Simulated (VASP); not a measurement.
# CoSi2 (Immm) in VASP: notebook

The runs below take CoSi2 through single point, with PBE.

All numbers are computed with VASP 6.6.1; they aren't measurements. Logs are shortened: lines on timing, memory, paths and dates and some standing lists are left out, and cuts for length are marked.

## (1) The cell of the first run

It takes space group Immm (No. 71, orthorhombic). The conventional cell has a = 3.923 Å, b = 3.923 Å, c = 4.985 Å, α = 90.00°, β = 90.00°, γ = 90.00°. Within 3.0 Å of Co (site symmetry mmm) lie 8 Si at 2.30 to 2.34 Å. Within 3.0 Å of Si (site symmetry mm2) lie 4 Co at 2.30 to 2.34 Å and 6 Si at 2.42 to 2.78 Å.

## (2) Single point, PBE (mode 6 frozen in at -0.041 Å, strain +e along z and -e/2 along x and y -0.0700)

The input, INCAR:

```
SYSTEM = CoSi2
PREC = Accurate
ENCUT = 520
EDIFF = 1E-7
ISMEAR = 0
SIGMA = 0.15
LREAL = .False.
LASPH = .True.
NELM = 100
ALGO = Normal
ISIF = 2
LWAVE = .False.
LCHARG = .True.
GGA = PE
LELF = .True.
LVHAR = .True.
NBANDS = 16
```

The input, KPOINTS:

```
Automatic mesh
0
Gamma
  12 12 12
  0 0 0
```

The input, POSCAR:

```
CoSi2
1.0
    0.0000000000      2.7739825456      2.4925640265
    2.7739825456      0.0000000000      2.4925640265
    2.7739825456      2.7739825456      0.0000000000
Co Si
1 2
Direct
    0.0000000000      0.0000000000      0.0000000000
    0.2423512496      0.2423512496      0.2576487504
    0.7576487504      0.7576487504      0.7423512496
```

Potentials or basis: VASP PAW PBE potentials, release 64 (Co, Si).

Command:

```
$ cat potpaw_PBE.64/Co/POTCAR potpaw_PBE.64/Si/POTCAR > POTCAR
$ mpirun -np 1 vasp_std > vasp.out
```

OUTCAR:

```text
SYSTEM = CoSi2
   PREC = Accurate
   ENCUT = 520
   EDIFF = 1E-7
   ISMEAR = 0
   LREAL = .False.
   LASPH = .True.
   NELM = 100
   ISIF = 2
   GGA = PE

 ion  position               nearest neighbor table
   1  0.000  0.000  0.000-   3 2.30   2 2.30   3 2.30   2 2.30   3 2.34   3 2.34   2 2.34   2 2.34

   2  0.242  0.242  0.258-   1 2.30   1 2.30   1 2.34   1 2.34   3 2.42   3 2.57   3 2.78   3 2.78
                             3 2.78   3 2.78
   3  0.758  0.758  0.742-   1 2.30   1 2.30   1 2.34   1 2.34   2 2.42   2 2.57   2 2.78   2 2.78
                             2 2.78   2 2.78

  LATTYP: Found a body centered tetragonal cell.
 ALAT       =     3.9230037378
 C/A-ratio  =     1.2707426213

  Lattice vectors:

 A1 = (   0.0000000000,  -2.7739825456,  -2.4925640265)
 A2 = (   0.0000000000,   2.7739825456,  -2.4925640265)
 A3 = (   2.7739825456,   0.0000000000,   2.4925640265)

Analysis of symmetry for initial positions (statically):
=====================================================================
 Subroutine PRICEL returns:
 Original cell was already a primitive cell.

 Routine SETGRP: Setting up the symmetry group for a
 body centered tetragonal supercell.

 Subroutine GETGRP returns: Found  8 space group operations
 (whereof  8 operations were pure point group operations)
 out of a pool of 16 trial point group operations.

The static configuration has the point symmetry D_2h.

Analysis of symmetry for dynamics (positions and initial velocities):
=====================================================================
 Subroutine PRICEL returns:
 Original cell was already a primitive cell.

 Routine SETGRP: Setting up the symmetry group for a
 body centered tetragonal supercell.

 Subroutine GETGRP returns: Found  8 space group operations
 (whereof  8 operations were pure point group operations)
 out of a pool of 16 trial point group operations.

The dynamic configuration has the point symmetry D_2h.

 Subroutine INISYM returns: Found  8 space group operations
 (whereof  8 operations are pure point group operations),
 and found     1 'primitive' translations

----------------------------------------------------------------------------------------

                                     Primitive cell

  volume of cell :      38.3605

  direct lattice vectors                    reciprocal lattice vectors
     0.000000000  2.773982546  2.492564027    -0.180246268  0.180246268  0.200596653
     2.773982546  0.000000000  2.492564027     0.180246268 -0.180246268  0.200596653
     2.773982546  2.773982546  0.000000000     0.180246268  0.180246268 -0.200596653

  length of vectors
     3.729323610  3.729323610  3.923003738     0.324370854  0.324370854  0.324370854

  position of ions in fractional coordinates (direct lattice)
     0.000000000  0.000000000  0.000000000
     0.242351250  0.242351250  0.257648750
     0.757648750  0.757648750  0.742351250

  ion indices of the primitive-cell ions
   primitive index   ion index
                 1           1
                 2           2
                 3           3

----------------------------------------------------------------------------------------

 KPOINTS: Automatic mesh

Automatic generation of k-mesh.
 Grid dimensions read from file:
 generate k-points for:   12   12   12

 Generating k-lattice:

  Cartesian coordinates                     Fractional coordinates (reciprocal lattice)
    -0.015020522  0.015020522  0.016716388     0.083333333 -0.000000000  0.000000000
     0.015020522 -0.015020522  0.016716388    -0.000000000  0.083333333  0.000000000
     0.015020522  0.015020522 -0.016716388     0.000000000  0.000000000  0.083333333

  Length of vectors
     0.027030904  0.027030904  0.027030904

  Shift w.r.t. Gamma in fractional coordinates (k-lattice)
     0.000000000  0.000000000  0.000000000

 Subroutine IBZKPT returns following result:
 ===========================================

 Found    280 irreducible k-points:

 Following reciprocal coordinates:
            Coordinates               Weight
  0.000000  0.000000  0.000000      1.000000
  0.083333  0.000000  0.000000      4.000000
  0.000000  0.000000 -0.083333      4.000000
  0.166667  0.000000  0.000000      4.000000
 -0.000000 -0.000000 -0.166667      4.000000
  0.250000  0.000000  0.000000      4.000000
[... 16 lines left out ...]
  0.500000  0.083333  0.000000      4.000000
  0.083333  0.083333 -0.416667      4.000000
 [... further k-points ...]
   k-points           NKPTS =    280   k-points in BZ     NKDIM =    280   number of bands    NBANDS=     16
   number of dos      NEDOS =    301   number of ions     NIONS =      3
   total plane-waves  NPLWV =  23520
   dimension x,y,z NGX =    28 NGY =   28 NGZ =   30
   dimension x,y,z NGXF=    56 NGYF=   56 NGZF=   60
   ions per type =               1   2
   NGX,Y,Z   is equivalent  to a cutoff of  12.48, 12.48, 12.71 a.u.
   NGXF,Y,Z  is equivalent  to a cutoff of  24.96, 24.96, 25.43 a.u.
 SYSTEM =  CoSi2
   PREC   = accura    normal or accurate (medium, high low for compatibility)
   ISTART =      0    job   : 0-new  1-cont  2-samecut
   ICHARG =      2    charge: 1-file 2-atom 10-const
   ISPIN  =      1    spin polarized calculation?
   LNONCOLLINEAR =      F non collinear calculations
   LSORBIT =      F    spin-orbit coupling
   LASPH  =      T    aspherical Exc in radial PAW
   ENCUT  =  520.0 eV  38.22 Ry    6.18 a.u.   6.93  6.93  7.29*2*pi/ulx,y,z
   NELM   =    100;   NELMIN=  2; NELMDL= -5     # of ELM steps
   EDIFF  = 0.1E-06   stopping-criterion for ELM
   LREAL  =      F    real-space projection
   EDIFFG = 0.1E-05   stopping-criterion for IOM
   NSW    =      0    number of steps for IOM
   IBRION =     -1    ionic relax: 0-MD 1-quasi-New 2-CG
   NFREE  =      0    steps in history (QN), initial steepest desc. (CG)
   ISIF   =      2    stress and relaxation
   ISYM   =      2    0-nonsym 1-usesym 2-fastsym
   POTIM  = 0.5000    time-step for ionic-motion
   TEBEG  =    0.0;   TEEND  =   0.0 temperature during run
   PSTRESS=    0.0 pullay stress
   NELECT =      17.0000    total number of electrons
   NUPDOWN=      -1.0000    fix difference up-down
   EMIN   =  10.00;   EMAX   =-10.00  energy-range for DOS
   EFERMI =   0.00;   METHOD = LEGACY
   ISMEAR =     0;   SIGMA  =   0.15  broadening in eV -4-tet -1-fermi 0-gaus
   EFERMI_NEDOS =   21; number of points for ismear=-14 and -15
   IALGO  =     38    algorithm
   IMIX   =      4    mixing-type and parameters
     AMIX     =   0.40;   BMIX     =  1.00
     AMIX_MAG =   1.60;   BMIX_MAG =  1.00
  volume/ion in A,a.u.               =      12.79        86.29
  Fermi-wavevector in a.u.,A,eV,Ry     =   1.248140  2.358642 21.195875  1.557853
  Thomas-Fermi vector in A             =   2.382240
   LORBIT       =      0    0 simple, 1 ext, 2 COOP (PROOUT), +10 PAW based schemes
   GGA     = PE    functional components
   LHFCALC =     F    Hartree Fock is set to
   AEXX    =    0.0000 exact exchange contribution
   IVDW    =     0    specifies the selected vdW correction
   LEPSILON=     F    determine dielectric tensor
   LRPA    =     F    only Hartree local field effects (RPA)
 non-spin polarized calculation
 Gauss-broadening in eV      SIGMA  =   0.15
  energy-cutoff  :      520.00
  volume of cell :       38.36
 maximum number of plane-waves:      1058
   NGX = 13   NGY = 13   NGZ = 15

 number of electron      17.0000001 magnetization

 Free energy of the ion-electron system (eV)
  ---------------------------------------------------
  ext. energy  EPLUGINS =         0.00000000
  ---------------------------------------------------
  free energy    TOTEN  =       -19.17086582 eV

  energy without entropy =      -19.15902583  energy(sigma->0) =      -19.16494582

 E-fermi :  10.0895     XC(G=0): -11.7541

 val. band max:       10.0874381548   @ k =   0.3333   0.0000   0.0833
 cond. band min:      10.0988118285   @ k =  -0.3333   0.0833   0.0000
 fundamental gap:      0.0113736737
 Fermi energy:        10.0894634250

 k-point     1 :       0.0000    0.0000    0.0000
  band No.  band energies     occupation
      1      -3.0818      2.00000
      2       5.6833      2.00000
      3       6.2107      2.00000
      4       6.2863      2.00000
      5       7.9521      2.00000
      6       8.4242      2.00000
[... 8 lines left out ...]
     15      14.9419      0.00000
     16      17.8855      0.00000

 k-point     2 :       0.0833    0.0000    0.0000
  band No.  band energies     occupation
      1      -2.9768      2.00000
      2       5.5550      2.00000
      3       6.1879      2.00000
      4       6.2355      2.00000
      5       7.9242      2.00000
      6       8.3934      2.00000
[... 8 lines left out ...]
     15      15.3632      0.00000
     16      17.5213      0.00000

 k-point     3 :       0.0000    0.0000   -0.0833
  band No.  band energies     occupation
      1      -2.9756      2.00000
      2       5.5605      2.00000
      3       6.1231      2.00000
      4       6.3100      2.00000
      5       7.9194      2.00000
      6       8.3888      2.00000
[... 8 lines left out ...]
     15      15.3894      0.00000
     16      17.5058      0.00000

 k-point     4 :       0.1667    0.0000    0.0000
  band No.  band energies     occupation
      1      -2.6641      2.00000
      2       4.9732      2.00000
      3       6.1758      2.00000
      4       6.2990      2.00000
      5       7.8703      2.00000
      6       8.3229      2.00000
[... 8 lines left out ...]
     15      16.4326      0.00000
     16      16.9578      0.00000
[... 324 lines left out ...]
 k-point    22 :       0.0833    0.0833   -0.3333
  band No.  band energies     occupation
      1      -0.6432      2.00000
      2       1.9557      2.00000
      3       6.3093      2.00000
      4       6.5022      2.00000
      5       7.7842      2.00000
      6       8.3347      2.00000
[... 8 lines left out ...]
     15      20.8192      0.00000
     16      21.0014      0.00000

 k-point    23 :       0.5000    0.0833    0.0000
  band No.  band energies     occupation
      1       0.1316      2.00000
      2       1.0684      2.00000
      3       6.3787      2.00000
      4       6.3942      2.00000
      5       7.7898      2.00000
      6       8.4826      2.00000
[... 8 lines left out ...]
     15      20.8925      0.00000
     16      21.5340      0.00000

 k-point    24 :       0.0833    0.0833   -0.4167
  band No.  band energies     occupation
      1       0.3571      2.00000
      2       0.8473      2.00000
      3       6.3640      2.00000
      4       6.5493      2.00000
      5       7.5540      2.00000
      6       8.4583      2.00000
[... 8 lines left out ...]
     15      21.2192      0.00000
     16      21.3943      0.00000

 [... further k-points ...]
[... 5 lines left out ...]
  --------------------------------------------------------------------------------------
  -------------------------------------------------------------------------------------
  Total       -0.7062056     -0.7062056      2.6559103      0.5869224      0.0000000      0.0000000
  in kB      -29.4956507    -29.4956507    110.9277554     24.5136223      0.0000000      0.0000000
  external PRESSURE =      17.3121513 kB  Pullay stress =       0.0000000 kB

 VOLUME and BASIS-vectors are now :
 -----------------------------------------------------------------------------
  energy-cutoff  :      520.00
  volume of cell :       38.36
      direct lattice vectors                 reciprocal lattice vectors
     0.000000000  2.773982546  2.492564027    -0.180246268  0.180246268  0.200596653
     2.773982546  0.000000000  2.492564027     0.180246268 -0.180246268  0.200596653
     2.773982546  2.773982546  0.000000000     0.180246268  0.180246268 -0.200596653

 POSITION                                       TOTAL-FORCE (eV/Angst)
 -----------------------------------------------------------------------------------
      0.00000      0.00000      0.00000         0.000000      0.000000      0.000000
      1.38699      1.38699      1.20815         0.000000      0.000000      0.733466
      4.16097      4.16097      3.77698         0.000000      0.000000     -0.733466
 -----------------------------------------------------------------------------------
    total drift:                               -0.000000     -0.000000     -0.000000

  FREE ENERGIE OF THE ION-ELECTRON SYSTEM (eV)
  ---------------------------------------------------
  free  energy   TOTEN  =       -19.1708658186 eV

  energy  without entropy=      -19.1590258309  energy(sigma->0) =      -19.16494582
```

Run time: 85 s. Hardware: 1 thread of Intel Xeon 6975P-C (Granite Rapids), shared host; peak memory 0.28 GiB.

Results:

| Item | Value |
| --- | --- |
| Free energy | -19.1709 eV |
| Pressure | 1.7 GPa |
| Largest force | 0.733 eV/Å |

Forces on the atoms (eV/Å):
```
Co   0.000  0.000  0.000
Si   0.000  0.000  0.733
Si   0.000  0.000 -0.733
```

Stress tensor (GPa, compression positive):
```
-2.95  2.45  0.00
 2.45 -2.95  0.00
 0.00  0.00 11.09
```

Caveat: the cell differs from its parent crystal (mode 6 frozen in at -0.041 Å, strain +e along z and -e/2 along x and y -0.0700). Spin polarisation is off, so any magnetic state and its effect on volume and gap are missing.

## (3) Single point, PBE (mode 6 frozen in at -0.041 Å, strain +e along z and -e/2 along x and y +0.0700)

The input, INCAR:

```
  ALGO = Normal
  EDIFF = 1E-6
  ENCUT = 520
  GGA = PE
  ISIF = 2
  ISMEAR = 0
  LASPH = True
  LCHARG = False
  LREAL = False
  LWAVE = False
  NBANDS = 16
  NELM = 80
  PREC = Accurate
  SIGMA = 0.15
```

The input, KPOINTS:

```
k-points
0
Gamma
  12 12 12
```

The input, POSCAR:

```
CoSi2
1.0
    0.0000000000      2.5863701996      2.8677887187
    2.5863701996      0.0000000000      2.8677887187
    2.5863701996      2.5863701996      0.0000000000
Co Si
1 2
Direct
    0.0000000000      0.0000000000      0.0000000000
    0.2423512496      0.2423512496      0.2576487504
    0.7576487504      0.7576487504      0.7423512496
```

Potentials or basis: VASP PAW PBE potentials, release 64 (Co, Si).

Command:

```
$ cat potpaw_PBE.64/Co/POTCAR potpaw_PBE.64/Si/POTCAR > POTCAR
$ mpirun -np 1 vasp_std > vasp.out
```

It took 100 s on 1 thread of Intel Xeon 6975P-C (Granite Rapids), shared host; peak memory 0.28 GiB.

The run converged. Its results:

| Quantity | Value |
| --- | --- |
| Free energy | -19.2166 eV |
| Pressure | 1.2 GPa |
| Largest force | 0.361 eV/Å |

Forces on the atoms (eV/Å):
```
Co   0.000  0.000  0.000
Si   0.000  0.000  0.361
Si   0.000  0.000 -0.361
```

Stress tensor (GPa, compression positive):
```
 3.88  3.47  0.00
 3.47  3.88  0.00
 0.00  0.00 -4.24
```

Levels at points of the mesh, in eV from the Fermi level:
```
           k point  band 6  band 7  band 8  band 9  band 10  band 11  band 12  band 13
(0.00, 0.00, 0.00)   -1.67    0.84    2.42    2.92     2.97     3.68     3.77     3.93
(0.50, 0.00, 0.00)   -1.65   -1.40   -0.70   -0.21     2.82     2.82     3.53     4.69
(0.00, 0.00, 0.50)   -1.64   -1.58   -1.24   -0.04     2.98     3.03     3.38     4.71
(0.50, 0.50, 0.00)   -2.19   -2.13   -1.96   -1.25     2.03     3.20     8.46     9.47
(0.50, 0.00, 0.50)   -2.23   -1.93   -1.63   -1.24     1.32     2.77     8.11     8.38
```

Caveat: the cell differs from its parent crystal (mode 6 frozen in at -0.041 Å, strain +e along z and -e/2 along x and y +0.0700).

## (4) Single point, PBE (mode 6 frozen in at -0.123 Å, strain +e along z and -e/2 along x and y -0.0700)

The input, INCAR:

```
SYSTEM = CoSi2
PREC = Accurate
ENCUT = 520
EDIFF = 1E-7
ISMEAR = 0
SIGMA = 0.15
LREAL = .FALSE.
LASPH = .TRUE.
NELM = 80
ALGO = Normal
ISIF = 2
LWAVE = .FALSE.
LCHARG = .FALSE.
GGA = PE
NBANDS = 16
```

The input, KPOINTS:

```
regular mesh
0
G
  12 12 12
  0 0 0
```

The input, POSCAR:

```
CoSi2
1.0
    0.0000000000      2.7739825456      2.4925640265
    2.7739825456      0.0000000000      2.4925640265
    2.7739825456      2.7739825456      0.0000000000
Co Si
1 2
Direct
    0.0000000000      0.0000000000      0.0000000000
    0.2270537489      0.2270537489      0.2729462511
    0.7729462511      0.7729462511      0.7270537489
```

Command:

```
$ cat potpaw_PBE.64/Co/POTCAR potpaw_PBE.64/Si/POTCAR > POTCAR
$ mpirun -np 1 vasp_std > vasp.out
```

Wall time 88 s (1 thread of Intel Xeon 6975P-C (Granite Rapids), shared host); peak memory 0.29 GiB.

It converged, with:

| Quantity | Value |
| --- | --- |
| Free energy | -18.9316 eV |
| Pressure | 4.7 GPa |
| Largest force | 2.507 eV/Å |

Forces in eV/Å, atoms in the order of the input:
```
Co   0.000  0.000  0.000
Si   0.000  0.000  2.507
Si   0.000  0.000 -2.507
```

Stress tensor (GPa, compression positive):
```
-2.28  7.06  0.00
 7.06 -2.28  0.00
 0.00  0.00 18.61
```

Levels at points of the mesh, in eV from the Fermi level:
| k point | band 7 | band 8 | band 9 | band 10 | band 11 | band 12 |
| --- | --- | --- | --- | --- | --- | --- |
| (0.00, 0.00, 0.00) | 0.81 | 2.07 | 2.31 | 3.18 | 3.84 | 3.96 |
| (0.50, 0.00, 0.00) | -1.50 | -1.27 | 0.21 | 2.63 | 2.96 | 3.53 |
| (0.00, 0.00, 0.50) | -1.57 | -0.94 | -0.50 | 2.88 | 3.04 | 3.32 |
| (0.50, 0.50, 0.00) | -1.73 | -1.67 | -1.45 | 1.00 | 2.53 | 8.87 |
| (0.50, 0.00, 0.50) | -1.83 | -1.76 | -1.28 | 1.78 | 2.98 | 8.19 |

Caveat: the cell differs from its parent crystal (mode 6 frozen in at -0.123 Å, strain +e along z and -e/2 along x and y -0.0700); forces of over 1 eV/Å act on the atoms, so gaps and moduli don't describe the material at rest.

(Part 1 of 2 ends here.)
